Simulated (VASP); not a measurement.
Mo:

```xyz
2
Lattice="0.0000 2.6283 2.6283 2.6283 0.0000 2.6283 2.6283 2.6283 0.0000" Properties=species:S:1:pos:R:3 pbc="T T T"
Mo    2.6283    2.6283    2.6283
Mo    3.9424    3.9424    3.9424
```

* Program: VASP 6.6.1
* Task: relaxation of cell and atoms
* Functional: PBEsol
* Potentials or basis: VASP PAW PBE potentials, release 64 (Mo_sv)
* Cutoff: 600 eV
* k mesh: 6 × 6 × 6
* Occupations: gaussian, width 0.1 eV
* Spin: no spin polarisation

At the start: pressure 36.5 GPa; volume 18.16 Å³/atom.

Where does the relaxation end?

Over 5 steps the energy falls by 377.9 meV/atom and the volume is 22.13 Å³/atom (+21.9 %); space group Fd-3m (No. 227, to 0.05 Å).

The path:
| step | energy change (eV) | largest force (eV/Å) | pressure (GPa) | volume (Å³) |
| --- | --- | --- | --- | --- |
| 1 | 0.0000 | 0.0000 | 36.46 | 36.31 |
| 2 | 0.8241 | 0.0000 | -20.62 | 62.64 |
| 3 | -0.7492 | 0.0000 | -2.28 | 45.16 |
| 4 | -0.7553 | 0.0000 | -0.57 | 44.48 |
| 5 | -0.7557 | 0.0000 | -0.14 | 44.26 |

Final structure:
```xyz
2
Lattice="0.0000 2.8075 2.8075 2.8075 0.0000 2.8075 2.8075 2.8075 0.0000" Properties=species:S:1:pos:R:3 pbc="T T T"
Mo    2.8075    2.8075    2.8075
Mo    4.2113    4.2113    4.2113
```

Caveat: the volume moved by over 15 % at a fixed basis, so the end points are rough; the PAW data sets were made with another functional, which shifts forces and pressure a little.
